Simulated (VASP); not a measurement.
Wanted: the native input for a VASP 6.6.1 run.

```yaml
Task: single point
Functional: PBE
Potentials_or_basis: VASP PAW PBE potentials, release 64 (Mg, Si, N)
Cutoff: 520 eV
k_mesh: 8 × 6 × 4
Occupations: gaussian, width 0.2 eV
Spin: no spin polarisation
Dipole_correction: no
Further_INCAR_settings: ALGO = Normal; EDIFF = 1e-06; NBANDS = 20
```

The structure of MgSiN lies in POSCAR:

```
MgSiN
1.0
    0.0000000000      3.0670487580      0.0000000000
    0.0000000000      0.0000000000      3.8247904383
    6.1337658043      0.0000000000      0.0000000000
Mg Si N
2 2 2
Direct
    0.0000000000      0.0000000000      0.5000000000
    0.0000000000      0.0000000000      0.0000000000
    0.5000000000      0.5000000000      0.2500000000
    0.5000000000      0.5000000000      0.7500000000
    0.5000000000      0.0000000000      0.2500000000
    0.5000000000      0.0000000000      0.7500000000
```

These files were run (other wordings do the same):

INCAR

```
PREC = Accurate
ENCUT = 520
EDIFF = 1E-6
ISMEAR = 0
SIGMA = 0.2
LREAL = False
LASPH = True
NELM = 80
ALGO = Normal
ISIF = 2
LWAVE = False
LCHARG = False
GGA = PE
NBANDS = 20
```

KPOINTS

```
regular mesh
0
Gamma
  8 6 4
```

Potentials or basis: VASP PAW PBE potentials, release 64 (Mg, Si, N).

Run with:

```sh
$ cat potpaw_PBE.64/Mg/POTCAR potpaw_PBE.64/Si/POTCAR potpaw_PBE.64/N/POTCAR > POTCAR
$ mpirun -np 1 vasp_std > vasp.out
```

It gave:

```yaml
Pressure: -0.2 GPa
Band_gap_on_the_k_mesh: zero (band 11 reaches 9.39 eV, above the bottom of band 12 at 5.96 eV)
```

Run time: 25 s on 1 thread of Intel(R) Xeon(R) 6975P-C (Granite Rapids), on a shared host, peak memory 0.22 GiB.
